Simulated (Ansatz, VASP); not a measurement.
Na2IF: VASP beside Ansatz

INCAR

```
SYSTEM = Na2IF
ALGO = Normal ; EDIFF = 1E-6
ENCUT = 520 ; GGA = PE
ISIF = 2 ; ISMEAR = -1
LASPH = .True. ; LCHARG = .False.
LREAL = .False. ; LWAVE = .False.
NBANDS = 22 ; NELM = 60
PREC = Accurate ; SIGMA = 0.02
```

Contents of KPOINTS:

```
k-points
0
Gamma
  8 8 8
  0 0 0
```

The input POSCAR:

```
Na2IF
1.0
    1.9984997287      1.1538343563      6.2146340600
   -1.9984997287      1.1538343563      6.2146340600
    0.0000000000     -2.3076687127      6.2146340600
F I Na
1 1 2
Direct
    1.0000000000      0.0000000000      0.0000000000
    0.5000000000      0.5000000000      0.5000000000
    0.2739043149      0.2739043149      0.2739043149
    0.7260956851      0.7260956851      0.7260956851
```

Input for Ansatz:

```yaml
crystal:
  lattice:
    - [1.9984997287, 1.1538343563, 6.21463406]
    - [-1.9984997287, 1.1538343563, 6.21463406]
    - [0.0, -2.3076687127, 6.21463406]
  atoms:
    - { symbol: F, position: [1.0, 0.0, 0.0] }
    - { symbol: I, position: [0.5, 0.5, 0.5] }
    - { symbol: Na, position: [0.2739043149, 0.2739043149, 0.2739043149] }
    - { symbol: Na, position: [0.7260956851, 0.7260956851, 0.7260956851] }
kpoints:
  mp_grid: { grid: [8, 8, 8] }
  band_path:
    path:
      - [0.0, 0.0, 0.0]
      - [0.5, 0.5, 0.5]
      - [0.8117508339, 0.1882491661, 0.5]
      - [0.5, -0.1882491661, 0.1882491661]
      - [0.5, 0.0, 0.0]
      - [0.3441245831, -0.3441245831, 0.0]
      - [0.6558754169, 0.0, 0.3441245831]
      - [0.5, 0.0, 0.5]
    npoints: 1
hamiltonian:
  xc: pbe
scf:
  occupations: { method: fermi_dirac, width: 0.02 }
  n_extra_bands: 5
output:
  forces: true
  stress: true
  eigenvalues: true
```

Change from the starting cell: uniaxial_z strain -3.1%.

Alike in both runs: task single point; functional PBE; k mesh 8 × 8 × 8; occupations fermi-dirac, width 0.02 eV; no spin polarisation.

|  | VASP | Ansatz |
| --- | --- | --- |
| version | VASP 6.6.1 | Ansatz 0.2.0 |
| potentials or method | VASP PAW PBE potentials, release 64 (F, I, Na_pv) | plane waves, PAW |
| plane-wave cutoff (eV) | 520 | 420 |
| valence electrons in the cell | 28 | 42 |

Ansatz gave:

* gap on the k mesh at the Fermi level (eV): 2.10
* pressure (GPa): 1.8
* traceless stress, the component that is largest in VASP (GPa): 0.60
* rms of the force components (eV/Å): 0.011

Task: Which values does VASP return?

Result: gap on the k mesh at the Fermi level (eV): 2.09; pressure (GPa): 1.8; traceless stress, the component that is largest in VASP (GPa): 0.61; rms of the force components (eV/Å): 0.011.

Atom by atom the forces differ by 0.001 eV/Å (rms over components). VASP's potentials hold 28 valence electrons a cell and Ansatz's 42, so a difference there can come from the potentials and not from the codes.

Neither program's run includes spin-orbit coupling.
